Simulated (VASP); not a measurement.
**NaCl: vibrations by perturbation theory with PBEsol**

NaCl:

```
Na Cl
1.0
     0.00000    2.80095    2.80095
     2.80095    0.00000    2.80095
     2.80095    2.80095    0.00000
Na Cl
1 1
Direct
  0.00000 0.00000 0.00000
  0.50000 0.50000 0.50000
```

```yaml
Program: VASP 6.6.1
Task: vibrations by perturbation theory
Functional: PBEsol
Potentials_or_basis: VASP PAW PBE potentials, release 64 (Na_pv, Cl)
Cutoff: 520 eV
k_mesh: 8 × 8 × 8
Occupations: gaussian, width 0.01 eV
Spin: no spin polarisation
Dipole_correction: no
Further_INCAR_settings: ALGO = Normal; EDIFF = 1e-08; IBRION = 8; NSW = 1
```

- Highest phonon frequency at Γ, LO-TO splitting left out: 168 cm⁻¹

Phonon frequencies in cm⁻¹ (negative: imaginary):
```tsv
q point	frequencies
(0.000, 0.000, 0.000)	-1 -1 -1 168 168 168
```

It took 3.8 min on 1 thread of Intel Xeon 8259CL (shared host), peak memory 0.22 GiB.
